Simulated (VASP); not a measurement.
# MgO (Periclase) (Immm) in VASP: notebook, part 2 of 2

VASP 6.6.1.

### Step 4. Single point, LDA

Contents of INCAR:

```
PREC = Accurate ; ENCUT = 600
EDIFF = 1E-6 ; ISMEAR = -1
SIGMA = 0.02 ; LREAL = False
LASPH = True ; NELM = 120
ALGO = Normal ; ISIF = 2
LWAVE = False ; LCHARG = False
NBANDS = 11 ; GGA_COMPAT = False
```

Contents of KPOINTS:

```
regular mesh
0
Gamma
  8 8 8
```

Contents of POSCAR:

```
MgO
1.0
    0.0316275000      2.1085000000      2.1085000000
    2.1085000000      0.0316275000      2.1085000000
    2.1401275000      2.1401275000      0.0000000000
Mg O
1 1
Direct
    0.0000000000      0.0000000000      0.0000000000
    0.5000000000      0.5000000000      0.5000000000
```

Potentials or basis: VASP PAW LDA potentials, release 64 (Mg, O).

Started as:

```
$ cat potpaw_LDA.64/Mg/POTCAR potpaw_LDA.64/O/POTCAR > POTCAR
$ mpirun -np 1 vasp_std > vasp.out
```

OUTCAR:

```text
PREC = Accurate
   ENCUT = 600
   EDIFF = 1E-6
   ISMEAR = -1
   LREAL = False
   LASPH = True
   NELM = 120
   ISIF = 2

 ion  position               nearest neighbor table
   1  0.000  0.000  0.000-   2 2.11   2 2.11   2 2.11   2 2.11   2 2.11   2 2.11
   2  0.500  0.500  0.500-   1 2.11   1 2.11   1 2.11   1 2.11   1 2.11   1 2.11

  LATTYP: Found a body centered orthorhombic cell.
 ALAT       =     2.9371412568
 B/A-ratio  =     1.0304568528
 C/A-ratio  =     1.4357498095

  Lattice vectors:

 A1 = (   2.1085000000,   0.0316275000,  -2.1085000000)
 A2 = (  -2.1085000000,  -0.0316275000,  -2.1085000000)
 A3 = (   0.0316275000,   2.1085000000,   2.1085000000)

Analysis of symmetry for initial positions (statically):
=====================================================================
 Subroutine PRICEL returns:
 Original cell was already a primitive cell.

 Routine SETGRP: Setting up the symmetry group for a
 body centered orthorhombic supercell.

 Subroutine GETGRP returns: Found  8 space group operations
 (whereof  8 operations were pure point group operations)
 out of a pool of  8 trial point group operations.

The static configuration has the point symmetry D_2h.

Analysis of symmetry for dynamics (positions and initial velocities):
=====================================================================
 Subroutine PRICEL returns:
 Original cell was already a primitive cell.

 Routine SETGRP: Setting up the symmetry group for a
 body centered orthorhombic supercell.

 Subroutine GETGRP returns: Found  8 space group operations
 (whereof  8 operations were pure point group operations)
 out of a pool of  8 trial point group operations.

The dynamic configuration has the point symmetry D_2h.

 Subroutine INISYM returns: Found  8 space group operations
 (whereof  8 operations are pure point group operations),
 and found     1 'primitive' translations

----------------------------------------------------------------------------------------

                                     Primitive cell

  volume of cell :      18.7436

  direct lattice vectors                    reciprocal lattice vectors
     0.031627500  2.108500000  2.108500000    -0.240746603  0.240746603  0.237135404
     2.108500000  0.031627500  2.108500000     0.240746603 -0.240746603  0.237135404
     2.140127500  2.140127500  0.000000000     0.233630940  0.233630940 -0.237135404

  length of vectors
     2.982037022  2.982037022  3.026597336     0.414910899  0.414910899  0.406694028

  position of ions in fractional coordinates (direct lattice)
     0.000000000  0.000000000  0.000000000
     0.500000000  0.500000000  0.500000000

  ion indices of the primitive-cell ions
   primitive index   ion index
                 1           1
                 2           2

----------------------------------------------------------------------------------------

 KPOINTS: regular mesh

Automatic generation of k-mesh.
 Grid dimensions read from file:
 generate k-points for:    8    8    8

 Generating k-lattice:

  Cartesian coordinates                     Fractional coordinates (reciprocal lattice)
    -0.030093325  0.030093325  0.029641926     0.125000000  0.000000000  0.000000000
     0.030093325 -0.030093325  0.029641926     0.000000000  0.125000000  0.000000000
[... 38 lines left out ...]
  0.250000  0.000000  0.125000      8.000000
 [... further k-points ...]
   k-points           NKPTS =     95   k-points in BZ     NKDIM =     95   number of bands    NBANDS=     11
   number of dos      NEDOS =    301   number of ions     NIONS =      2
   total plane-waves  NPLWV =  13824
   dimension x,y,z NGX =    24 NGY =   24 NGZ =   24
   dimension x,y,z NGXF=    48 NGYF=   48 NGZF=   48
   ions per type =               1   1
   NGX,Y,Z   is equivalent  to a cutoff of  13.38, 13.38, 13.18 a.u.
   NGXF,Y,Z  is equivalent  to a cutoff of  26.76, 26.76, 26.37 a.u.
 SYSTEM =  unknown system
   PREC   = accura    normal or accurate (medium, high low for compatibility)
   ISTART =      0    job   : 0-new  1-cont  2-samecut
   ICHARG =      2    charge: 1-file 2-atom 10-const
   ISPIN  =      1    spin polarized calculation?
   LNONCOLLINEAR =      F non collinear calculations
   LSORBIT =      F    spin-orbit coupling
   LASPH  =      T    aspherical Exc in radial PAW
   ENCUT  =  600.0 eV  44.10 Ry    6.64 a.u.   5.96  5.96  6.04*2*pi/ulx,y,z
   NELM   =    120;   NELMIN=  2; NELMDL= -5     # of ELM steps
   EDIFF  = 0.1E-05   stopping-criterion for ELM
   LREAL  =      F    real-space projection
   EDIFFG = 0.1E-04   stopping-criterion for IOM
   NSW    =      0    number of steps for IOM
   IBRION =     -1    ionic relax: 0-MD 1-quasi-New 2-CG
   NFREE  =      0    steps in history (QN), initial steepest desc. (CG)
   ISIF   =      2    stress and relaxation
   ISYM   =      2    0-nonsym 1-usesym 2-fastsym
   POTIM  = 0.5000    time-step for ionic-motion
   TEBEG  =    0.0;   TEEND  =   0.0 temperature during run
   PSTRESS=    0.0 pullay stress
   NELECT =       8.0000    total number of electrons
   NUPDOWN=      -1.0000    fix difference up-down
   EMIN   =  10.00;   EMAX   =-10.00  energy-range for DOS
   EFERMI =   0.00;   METHOD = LEGACY
   ISMEAR =    -1;   SIGMA  =   0.02  broadening in eV -4-tet -1-fermi 0-gaus
   EFERMI_NEDOS =   21; number of points for ismear=-14 and -15
   IALGO  =     38    algorithm
   IMIX   =      4    mixing-type and parameters
     AMIX     =   0.40;   BMIX     =  1.00
     AMIX_MAG =   1.60;   BMIX_MAG =  1.00
  volume/ion in A,a.u.               =       9.37        63.24
  Fermi-wavevector in a.u.,A,eV,Ry     =   1.232595  2.329267 20.671207  1.519291
  Thomas-Fermi vector in A             =   2.367359
   LORBIT       =      0    0 simple, 1 ext, 2 COOP (PROOUT), +10 PAW based schemes
   GGA     = CA    functional components
   LHFCALC =     F    Hartree Fock is set to
   AEXX    =    0.0000 exact exchange contribution
   IVDW    =     0    specifies the selected vdW correction
   LEPSILON=     F    determine dielectric tensor
   LRPA    =     F    only Hartree local field effects (RPA)
 non-spin polarized calculation
  energy-cutoff  :      600.00
  volume of cell :       18.74
 maximum number of plane-waves:       640
   NGX = 11   NGY = 11   NGZ = 13

 number of electron       8.0000003 magnetization

 Free energy of the ion-electron system (eV)
  ---------------------------------------------------
  ext. energy  EPLUGINS =         0.00000000
  ---------------------------------------------------
  free energy    TOTEN  =       -13.41721658 eV

  energy without entropy =      -13.41721658  energy(sigma->0) =      -13.41721658

 E-fermi :   3.4085     XC(G=0): -11.5761

 val. band max:        2.9723369405   @ k =   0.0000   0.0000   0.0000
 cond. band min:       7.4703734065   @ k =   0.0000   0.0000   0.0000
 fundamental gap:      4.4980364660
 Fermi energy:         3.4084911199

 k-point     1 :       0.0000    0.0000    0.0000
  band No.  band energies     occupation
      1     -14.1283      2.00000
      2       2.7447      2.00000
      3       2.8529      2.00000
      4       2.9723      2.00000
      5       7.4704      0.00000
      6      17.9360      0.00000
      7      18.3774      0.00000
      8      18.8064      0.00000
      9      22.3602      0.00000
     10      24.0216      0.00000
     11      24.0373      0.00000
[... 309 lines left out ...]
 k-point    24 :       0.2500    0.0000    0.1250
  band No.  band energies     occupation
      1     -13.5476      2.00000
      2       0.6053      2.00000
      3       2.2964      2.00000
      4       2.3818      2.00000
      5       9.9328      0.00000
      6      14.9274      0.00000
      7      18.7193      0.00000
      8      19.3452      0.00000
      9      20.4912      0.00000
     10      24.4023      0.00000
     11      26.2430      0.00000

 [... further k-points ...]

------------------------ aborting loop because EDIFF is reached ----------------------------------------

  FORCE on cell =-STRESS in cart. coord.  units (eV):
  Direction    XX          YY          ZZ          XY          YZ          ZX
  --------------------------------------------------------------------------------------
  -------------------------------------------------------------------------------------
  Total       -0.9801387     -0.9801387     -1.0016248     -0.5204960      0.0000000      0.0000000
  in kB      -83.7808989    -83.7808989    -85.6175021    -44.4912827      0.0000000      0.0000000
  external PRESSURE =     -84.3930999 kB  Pullay stress =       0.0000000 kB

 VOLUME and BASIS-vectors are now :
 -----------------------------------------------------------------------------
  energy-cutoff  :      600.00
  volume of cell :       18.74
      direct lattice vectors                 reciprocal lattice vectors
     0.031627500  2.108500000  2.108500000    -0.240746603  0.240746603  0.237135404
     2.108500000  0.031627500  2.108500000     0.240746603 -0.240746603  0.237135404
     2.140127500  2.140127500  0.000000000     0.233630940  0.233630940 -0.237135404

 POSITION                                       TOTAL-FORCE (eV/Angst)
 -----------------------------------------------------------------------------------
      0.00000      0.00000      0.00000        -0.000000      0.000000     -0.000000
      2.14013      2.14013      2.10850         0.000000     -0.000000      0.000000
 -----------------------------------------------------------------------------------
    total drift:                               -0.000000     -0.000000      0.000000

  FREE ENERGIE OF THE ION-ELECTRON SYSTEM (eV)
  ---------------------------------------------------
  free  energy   TOTEN  =       -13.4172165802 eV

  energy  without entropy=      -13.4172165802  energy(sigma->0) =      -13.41721658
```

OSZICAR:

```text
N       E                     dE             d eps       ncg     rms          rms(c)
DAV:   1     0.146764589159E+02    0.14676E+02   -0.48961E+03  2362   0.728E+02
DAV:   2    -0.143433981186E+02   -0.29020E+02   -0.28181E+02  2403   0.142E+02
DAV:   3    -0.149846667700E+02   -0.64127E+00   -0.64058E+00  2533   0.185E+01
DAV:   4    -0.149861487736E+02   -0.14820E-02   -0.14820E-02  2294   0.997E-01
DAV:   5    -0.149861531231E+02   -0.43495E-05   -0.43495E-05  2465   0.512E-02    0.703E+00
DAV:   6    -0.134824573460E+02    0.15037E+01   -0.88056E+00  2195   0.161E+01    0.227E+00
DAV:   7    -0.134421582205E+02    0.40299E-01   -0.68763E-02  2315   0.231E+00    0.130E+00
DAV:   8    -0.134177715215E+02    0.24387E-01   -0.33595E-02  2174   0.185E+00    0.241E-01
DAV:   9    -0.134173810501E+02    0.39047E-03   -0.44380E-04  2432   0.157E-01    0.143E-01
DAV:  10    -0.134172172323E+02    0.16382E-03   -0.41266E-04  2231   0.172E-01    0.626E-03
DAV:  11    -0.134172165802E+02    0.65208E-06   -0.42728E-06  2342   0.116E-02
   1 F= -.13417217E+02 E0= -.13417217E+02  d E =-.622743E-12
```

Run time: 18 s. Hardware: 1 thread of Intel Xeon 8259CL, shared host; peak memory 0.14 GiB.

Results:

```
Free energy            : -13.4172 eV
Pressure               : -8.4 GPa
Band gap on the k mesh : 4.50 eV, direct
```

### Step 5. Summary

| cell | gap on the mesh (eV) | pressure (GPa) |
| --- | --- | --- |
| a = 2.982, b = 2.982, c = 2.997 Å, angles 59.8, 59.8, 59.7°, 2 atoms | 4.58 | -8.5 |
| a = 2.982, b = 2.982, c = 3.012 Å, angles 59.7, 59.7, 59.3°, 2 atoms | 4.54 | -8.5 |
| a = 2.982, b = 2.982, c = 3.027 Å, angles 59.5, 59.5, 59.0°, 2 atoms | 4.50 | -8.4 |

Alike in all rows: task single point; level LDA; potentials or basis VASP PAW LDA potentials, release 64 (Mg, O); no spin polarisation; k mesh 8 × 8 × 8; cutoff (eV) 600; smearing fermi-dirac 0.02 eV.

Absolute energies hang on the potentials; compare differences alone.
